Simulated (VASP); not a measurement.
# Be3S5 (Pm-3m) in VASP: relaxation of cell and atoms with PBE

Aim: the relaxation of cell and atoms of Be3S5 with PBE.

All numbers are computed with VASP 6.6.1; they aren't measurements. Logs are shortened: lines on timing, memory, paths and dates and some standing lists are left out, and cuts for length are marked.

## 1. The cell of the first run

The structure is cubic, space group Pm-3m (No. 221). The conventional cell has a = 5.253 Å, b = 5.253 Å, c = 5.253 Å, α = 90.00°, β = 90.00°, γ = 90.00°. Within 3.5 Å of Be (site symmetry 4/mmm) lie 6 S at 2.63 Å. Within 3.5 Å of S (site symmetry 4/mmm) lie 4 Be at 2.63 Å and 2 S at 2.63 Å. Within 3.5 Å of S (site symmetry m-3m) lie 6 Be at 2.63 Å. S (site symmetry m-3m) has 6 S at 2.63 Å within 3.5 Å.

## 2. Relaxation of cell and atoms, PBE

File INCAR:

```
SYSTEM = Be3S5
  PREC = Accurate
  ENCUT = 600
  EDIFF = 1E-7
  ISMEAR = 0
  SIGMA = 0.2
  LREAL = .FALSE.
  LASPH = .TRUE.
  NELM = 120
  ALGO = Normal
  ISIF = 3
  LWAVE = .FALSE.
  LCHARG = .FALSE.
  GGA = PE
  IBRION = 2
  NSW = 36
  EDIFFG = -0.08
  GGA_COMPAT = .FALSE.
  NELMIN = 4
```

File KPOINTS:

```
Automatic mesh
0
G
  3 3 3
  0 0 0
```

File POSCAR:

```
Be3S5
1.0
    5.2529600200      0.0000000000      0.0000000000
    0.0000000000      5.2529600200      0.0000000000
    0.0000000000      0.0000000000      5.2529600200
Be S
3 5
Direct
    0.5000000000      0.0000000000      0.0000000000
    0.0000000000      0.5000000000      0.0000000000
    0.0000000000      0.0000000000      0.5000000000
    0.0000000000      0.5000000000      0.5000000000
    0.5000000000      0.0000000000      0.5000000000
    0.5000000000      0.5000000000      0.0000000000
    0.0000000000      0.0000000000      0.0000000000
    0.5000000000      0.5000000000      0.5000000000
```

Potentials or basis: VASP PAW PBE potentials, release 64 (Be, S).

Launch:

```console
$ cat potpaw_PBE.64/Be/POTCAR potpaw_PBE.64/S/POTCAR > POTCAR
$ mpirun -np 1 vasp_std > vasp.out
```

OUTCAR:

```text
SYSTEM = Be3S5
   PREC = Accurate
   ENCUT = 600
   EDIFF = 1E-7
   ISMEAR = 0
   LREAL = .FALSE.
   LASPH = .TRUE.
   NELM = 120
   ISIF = 3
   GGA = PE
   IBRION = 2
   NSW = 36
   EDIFFG = -0.08
   NELMIN = 4

 ion  position               nearest neighbor table
   1  0.500  0.000  0.000-
   2  0.000  0.500  0.000-
   3  0.000  0.000  0.500-
   4  0.000  0.500  0.500-   8 2.63   8 2.63
   5  0.500  0.000  0.500-   8 2.63   8 2.63
   6  0.500  0.500  0.000-   8 2.63   8 2.63
   7  0.000  0.000  0.000-
   8  0.500  0.500  0.500-   4 2.63   5 2.63   6 2.63   6 2.63   5 2.63   4 2.63

  LATTYP: Found a simple cubic cell.
 ALAT       =     5.2529600200

  Lattice vectors:

 A1 = (   5.2529600200,   0.0000000000,   0.0000000000)
 A2 = (   0.0000000000,   5.2529600200,   0.0000000000)
 A3 = (   0.0000000000,   0.0000000000,   5.2529600200)

Analysis of symmetry for initial positions (statically):
=====================================================================
 Subroutine PRICEL returns:
 Original cell was already a primitive cell.

 Routine SETGRP: Setting up the symmetry group for a
 simple cubic supercell.

 Subroutine GETGRP returns: Found 48 space group operations
 (whereof 48 operations were pure point group operations)
 out of a pool of 48 trial point group operations.

The static configuration has the point symmetry O_h .

Analysis of symmetry for dynamics (positions and initial velocities):
=====================================================================
 Subroutine PRICEL returns:
 Original cell was already a primitive cell.

 Routine SETGRP: Setting up the symmetry group for a
 simple cubic supercell.

 Subroutine GETGRP returns: Found 48 space group operations
 (whereof 48 operations were pure point group operations)
 out of a pool of 48 trial point group operations.

The dynamic configuration has the point symmetry O_h .

 Subroutine INISYM returns: Found 48 space group operations
 (whereof 48 operations are pure point group operations),
 and found     1 'primitive' translations

----------------------------------------------------------------------------------------

                                     Primitive cell

  volume of cell :     144.9480

  direct lattice vectors                    reciprocal lattice vectors
     5.252960020  0.000000000  0.000000000     0.190368858  0.000000000  0.000000000
     0.000000000  5.252960020  0.000000000     0.000000000  0.190368858  0.000000000
     0.000000000  0.000000000  5.252960020     0.000000000  0.000000000  0.190368858

  length of vectors
     5.252960020  5.252960020  5.252960020     0.190368858  0.190368858  0.190368858

  position of ions in fractional coordinates (direct lattice)
     0.500000000  0.000000000  0.000000000
     0.000000000  0.500000000  0.000000000
     0.000000000  0.000000000  0.500000000
     0.000000000  0.500000000  0.500000000
     0.500000000  0.000000000  0.500000000
     0.500000000  0.500000000  0.000000000
     0.000000000  0.000000000  0.000000000
     0.500000000  0.500000000  0.500000000

  ion indices of the primitive-cell ions
   primitive index   ion index
                 1           1
                 2           2
                 3           3
                 4           4
                 5           5
                 6           6
                 7           7
                 8           8

----------------------------------------------------------------------------------------

 KPOINTS: Automatic mesh

Automatic generation of k-mesh.
 Grid dimensions read from file:
 generate k-points for:    3    3    3

 Generating k-lattice:

  Cartesian coordinates                     Fractional coordinates (reciprocal lattice)
     0.063456286  0.000000000  0.000000000     0.333333333  0.000000000  0.000000000
     0.000000000  0.063456286  0.000000000     0.000000000  0.333333333  0.000000000
     0.000000000  0.000000000  0.063456286     0.000000000  0.000000000  0.333333333

  Length of vectors
     0.063456286  0.063456286  0.063456286

  Shift w.r.t. Gamma in fractional coordinates (k-lattice)
     0.000000000  0.000000000  0.000000000

 Subroutine IBZKPT returns following result:
 ===========================================

 Found      4 irreducible k-points:

 Following reciprocal coordinates:
            Coordinates               Weight
  0.000000  0.000000  0.000000      1.000000
  0.333333  0.000000  0.000000      6.000000
  0.333333  0.333333  0.000000     12.000000
  0.333333  0.333333  0.333333      8.000000
   k-points           NKPTS =      4   k-points in BZ     NKDIM =      4   number of bands    NBANDS=     23
   number of dos      NEDOS =    301   number of ions     NIONS =      8
   total plane-waves  NPLWV =  74088
   dimension x,y,z NGX =    42 NGY =   42 NGZ =   42
   dimension x,y,z NGXF=    84 NGYF=   84 NGZF=   84
   ions per type =               3   5
   NGX,Y,Z   is equivalent  to a cutoff of  13.29, 13.29, 13.29 a.u.
   NGXF,Y,Z  is equivalent  to a cutoff of  26.58, 26.58, 26.58 a.u.
 SYSTEM =  Be3S5
   PREC   = accura    normal or accurate (medium, high low for compatibility)
   ISTART =      0    job   : 0-new  1-cont  2-samecut
   ICHARG =      2    charge: 1-file 2-atom 10-const
   ISPIN  =      1    spin polarized calculation?
   LNONCOLLINEAR =      F non collinear calculations
   LSORBIT =      F    spin-orbit coupling
   LASPH  =      T    aspherical Exc in radial PAW
   ENCUT  =  600.0 eV  44.10 Ry    6.64 a.u.  10.49 10.49 10.49*2*pi/ulx,y,z
   NELM   =    120;   NELMIN=  4; NELMDL= -5     # of ELM steps
   EDIFF  = 0.1E-06   stopping-criterion for ELM
   LREAL  =      F    real-space projection
   EDIFFG = -.8E-01   stopping-criterion for IOM
   NSW    =     36    number of steps for IOM
   IBRION =      2    ionic relax: 0-MD 1-quasi-New 2-CG
   NFREE  =      1    steps in history (QN), initial steepest desc. (CG)
   ISIF   =      3    stress and relaxation
   ISYM   =      2    0-nonsym 1-usesym 2-fastsym
   POTIM  = 0.5000    time-step for ionic-motion
   TEBEG  =    0.0;   TEEND  =   0.0 temperature during run
   PSTRESS=    0.0 pullay stress
   NELECT =      36.0000    total number of electrons
   NUPDOWN=      -1.0000    fix difference up-down
   EMIN   =  10.00;   EMAX   =-10.00  energy-range for DOS
   EFERMI =   0.00;   METHOD = LEGACY
   ISMEAR =     0;   SIGMA  =   0.20  broadening in eV -4-tet -1-fermi 0-gaus
   EFERMI_NEDOS =   21; number of points for ismear=-14 and -15
   IALGO  =     38    algorithm
   IMIX   =      4    mixing-type and parameters
     AMIX     =   0.40;   BMIX     =  1.00
     AMIX_MAG =   1.60;   BMIX_MAG =  1.00
  volume/ion in A,a.u.               =      18.12       122.27
  Fermi-wavevector in a.u.,A,eV,Ry     =   1.029054  1.944630 14.407923  1.058952
  Thomas-Fermi vector in A             =   2.163082
   LORBIT       =      0    0 simple, 1 ext, 2 COOP (PROOUT), +10 PAW based schemes
   GGA     = PE    functional components
   LHFCALC =     F    Hartree Fock is set to
   AEXX    =    0.0000 exact exchange contribution
   IVDW    =     0    specifies the selected vdW correction
   LEPSILON=     F    determine dielectric tensor
   LRPA    =     F    only Hartree local field effects (RPA)
 conjugate gradient relaxation of ions
 non-spin polarized calculation
 Gauss-broadening in eV      SIGMA  =   0.20
  energy-cutoff  :      600.00
  volume of cell :      144.95
 maximum number of plane-waves:      4945
 NGX is ok and might be reduce to    42
   NGX = 21   NGY = 21   NGZ = 21

--------------------------------------- Ionic step        1  -------------------------------------------

 number of electron      36.0000004 magnetization

 Free energy of the ion-electron system (eV)
  ---------------------------------------------------
  ext. energy  EPLUGINS =         0.00000000
  ---------------------------------------------------
  free energy    TOTEN  =       -29.87855053 eV

  energy without entropy =      -29.69843496  energy(sigma->0) =      -29.78849275

 E-fermi :   4.4630     XC(G=0):  -9.4063

 val. band max:        4.4427190278   @ k =   0.3333   0.3333   0.0000
 cond. band min:       4.5446322111   @ k =   0.3333   0.3333   0.0000
 fundamental gap:      0.1019131833
 Fermi energy:         4.4629580949

 k-point     1 :       0.0000    0.0000    0.0000
  band No.  band energies     occupation
      1     -10.5658      2.00000
      2      -7.9880      2.00000
      3      -7.8908      2.00000
      4      -7.8908      2.00000
      5      -6.0176      2.00000
      6      -1.8545      2.00000
[... 15 lines left out ...]
     22       7.2082      0.00000
     23       7.2082      0.00000
[... 140 lines left out ...]
 POSITION                                       TOTAL-FORCE (eV/Angst)
 -----------------------------------------------------------------------------------
      2.41132      0.00000     -0.00000         0.000000     -0.000000      0.000000
      0.00000      2.41132     -0.00000        -0.000000      0.000000      0.000000
      0.00000      0.00000      2.41132         0.000000     -0.000000      0.000000
      0.00000      2.41132      2.41132        -0.000000      0.000000      0.000000
      2.41132      0.00000      2.41132         0.000000      0.000000      0.000000
      2.41132      2.41132     -0.00000         0.000000     -0.000000      0.000000
      0.00000      0.00000      0.00000         0.000000     -0.000000      0.000000
      2.41132      2.41132      2.41132        -0.000000      0.000000      0.000000
 -----------------------------------------------------------------------------------
    total drift:                                0.000000     -0.000000      0.000000

  FREE ENERGIE OF THE ION-ELECTRON SYSTEM (eV)
  ---------------------------------------------------
  free  energy   TOTEN  =       -32.0071955208 eV

  energy  without entropy=      -31.9043676841  energy(sigma->0) =      -31.95578160

--------------------------------------- Ionic step        3  -------------------------------------------

 number of electron      35.9999996 magnetization

 Free energy of the ion-electron system (eV)
  ---------------------------------------------------
  ext. energy  EPLUGINS =         0.00000000
  ---------------------------------------------------
  free energy    TOTEN  =       -32.03379026 eV

  energy without entropy =      -31.93575284  energy(sigma->0) =      -31.98477155

 E-fermi :   7.7870     XC(G=0): -10.5810

 val. band max:        7.7398471093   @ k =   0.3333   0.3333   0.0000
 cond. band min:       7.8121902509   @ k =   0.3333   0.0000   0.0000
 fundamental gap:      0.0723431415
 Fermi energy:         7.7870165011

 k-point     1 :       0.0000    0.0000    0.0000
  band No.  band energies     occupation
      1      -9.7142      2.00000
      2      -5.8303      2.00000
      3      -5.5889      2.00000
      4      -5.5889      2.00000
      5      -2.4716      2.00000
      6      -0.9009      2.00000
[... 15 lines left out ...]
     22      10.3570      0.00000
     23      10.3570      0.00000
[... 98 lines left out ...]
 POSITION                                       TOTAL-FORCE (eV/Angst)
 -----------------------------------------------------------------------------------
      2.38969      0.00000     -0.00000         0.000000      0.000000     -0.000000
      0.00000      2.38969     -0.00000         0.000000      0.000000     -0.000000
      0.00000      0.00000      2.38969         0.000000      0.000000     -0.000000
      0.00000      2.38969      2.38969        -0.000000      0.000000     -0.000000
      2.38969      0.00000      2.38969         0.000000     -0.000000     -0.000000
      2.38969      2.38969     -0.00000         0.000000      0.000000     -0.000000
      0.00000      0.00000      0.00000         0.000000      0.000000     -0.000000
      2.38969      2.38969      2.38969        -0.000000      0.000000      0.000000
 -----------------------------------------------------------------------------------
    total drift:                                0.000000     -0.000000      0.000000

  FREE ENERGIE OF THE ION-ELECTRON SYSTEM (eV)
  ---------------------------------------------------
  free  energy   TOTEN  =       -32.0337902582 eV

  energy  without entropy=      -31.9357528376  energy(sigma->0) =      -31.98477155

 reached required accuracy - stopping structural energy minimisation
```

It took 30 s on 1 thread of Intel Xeon 6975P-C (Granite Rapids), shared host; peak memory 0.25 GiB.

What came out:

```
Free energy                            : -32.0338 eV
Relaxed volume                         : 13.65 Å³/atom
Relaxed cell                           : a = 4.779 Å, b = 4.779 Å, c = 4.779 Å, α = 90.00°, β = 90.00°, γ = 90.00°
Space group after relaxing (to 0.05 Å) : Pm-3m (No. 221)
Energy gained by relaxing              : 269.4 meV/atom
Ionic steps                            : 3
Pressure after relaxing                : -0.2 GPa
Band gap on the k mesh                 : zero (band 18 reaches 7.81 eV, above the bottom of band 19 at 7.28 eV)
```

Step by step:
| step | energy change (eV) | largest force (eV/Å) | pressure (GPa) | volume (Å³) |
| --- | --- | --- | --- | --- |
| 1 | 0.0000 | 0.0000 | -15.02 | 144.95 |
| 2 | -2.1286 | 0.0000 | -2.60 | 112.16 |
| 3 | -2.1552 | 0.0000 | -0.19 | 109.17 |

Final structure:
```
Be S
1.0
     4.77937    0.00000    0.00000
     0.00000    4.77937    0.00000
     0.00000    0.00000    4.77937
Be S
3 5
Direct
  0.50000 0.00000 0.00000
  0.00000 0.50000 0.00000
  0.00000 0.00000 0.50000
  0.00000 0.50000 0.50000
  0.50000 0.00000 0.50000
  0.50000 0.50000 0.00000
  0.00000 0.00000 0.00000
  0.50000 0.50000 0.50000
```

Caveat: the k points lie up to 0.44 Å⁻¹ apart in the final cell; the volume moved by over 15 % at a fixed basis, so the end points are rough.
